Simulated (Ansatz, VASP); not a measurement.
## One calculation of BN, two programs

Contents of INCAR:

```
SYSTEM = BN
ALGO = Normal ; EDIFF = 1E-6
ENCUT = 520 ; GGA = PE
ISIF = 2 ; ISMEAR = 0
LASPH = .True. ; LCHARG = .False.
LREAL = .False. ; LWAVE = .False.
NBANDS = 11 ; NELM = 60
PREC = Accurate ; SIGMA = 0.05
```

KPOINTS

```
k-points
0
Gamma
  12 12 12
  0 0 0
```

Contents of POSCAR:

```
BN
1.0
    0.0000000000      1.8419272244      1.7760362785
    1.7760362785      0.0000000000      1.7760362785
    1.7760362785      1.8419272244      0.0000000000
B N
1 1
Direct
    0.0000000000      0.0000000000      0.0000000000
    0.7500000000      0.7500000000      0.7500000000
```

Input for Ansatz:

```yaml
crystal:
  lattice:
    - [0.0, 1.8419272244, 1.7760362785]
    - [1.7760362785, 0.0, 1.7760362785]
    - [1.7760362785, 1.8419272244, 0.0]
  atoms:
    - { symbol: B, position: [0.0, 0.0, 0.0] }
    - { symbol: "N", position: [0.75, 0.75, 0.75] }
basis:
  ecutwfc: 520.0
kpoints:
  mp_grid: { grid: [12, 12, 12] }
hamiltonian:
  xc: pbe
scf:
  occupations: { method: gaussian, width: 0.05 }
output:
  forces: true
  stress: true
  eigenvalues: true
```

Alike in both runs: task single point; functional PBE; k mesh 12 × 12 × 12; occupations gaussian, width 0.05 eV; no spin polarisation.

```csv
,VASP,Ansatz
version,VASP 6.6.1,Ansatz 0.2.0
potentials or method,"VASP PAW PBE potentials, release 64 (B, N), cutoff 520 eV","scalar-relativistic, plane waves, PAW"
valence electrons in the cell,8,8
```

```csv
,VASP,Ansatz,Ansatz less VASP
gap on the k mesh at the Fermi level (eV),4.14,4.15,+0.012
least direct gap on the mesh (eV),8.69,8.70,+0.011
pressure (GPa),9.7,9.5,-0.27
"traceless stress, the component that is largest in VASP (GPa)",-15.96,-15.95,+0.007
```
